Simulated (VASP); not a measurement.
Sr2H4OsO6, 13 atoms in the cell. Symmetry: I4/mmm, No. 139, tetragonal system. Conventional cell: a = 5.539 Å, b = 5.539 Å, c = 9.339 Å, α = 90.00°, β = 90.00°, γ = 90.00°. Os (site symmetry 4/mmm) has 6 O at 1.73 to 1.97 Å within 2.3 Å. Sr (site symmetry -4m2) has 12 O at 2.83 to 3.05 Å and 8 H at 3.20 Å and 4 Os at 3.62 Å within 3.7 Å. Within 2.3 Å of O (site symmetry 4mm) lie 1 Os at 1.73 Å. Within 1.3 Å of O (site symmetry m2m) lie 1 H at 0.96 Å. H (site symmetry m2m) has 1 O at 0.96 Å within 1.3 Å. 

| Quantity | Value |
| --- | --- |
| Program | VASP 6.6.1 |
| Task | single point |
| Functional | r2SCAN |
| Potentials or basis | VASP PAW PBE potentials, release 64 (Os, Sr_sv, O, H) |
| Cutoff | 660 eV |
| k mesh | 7 × 7 × 7 |
| Occupations | fermi-dirac, width 0.1 eV |
| Spin | no spin polarisation |
| Dipole correction | no |
| Further INCAR settings | ALGO = Normal; EDIFF = 1e-06; NBANDS = 46 |

Potentials or basis: VASP PAW PBE potentials, release 64 (Os, Sr_sv, O, H).

Run with:

```sh
$ cat potpaw_PBE.64/Os/POTCAR potpaw_PBE.64/Sr_sv/POTCAR potpaw_PBE.64/O/POTCAR potpaw_PBE.64/H/POTCAR > POTCAR
$ cp INCAR.step1 INCAR
$ mpirun -np 1 vasp_std > vasp.out
$ cp INCAR.step2 INCAR
$ mpirun -np 1 vasp_std > vasp.out
```

Hardware: 1 thread of Intel Xeon 8259CL, on a shared host.

Problem. How long does it take, and how much memory?

Solution. Run time: 53 min on 1 thread of Intel Xeon 8259CL, on a shared host, peak memory 0.6 GiB. Counts: k points 40.
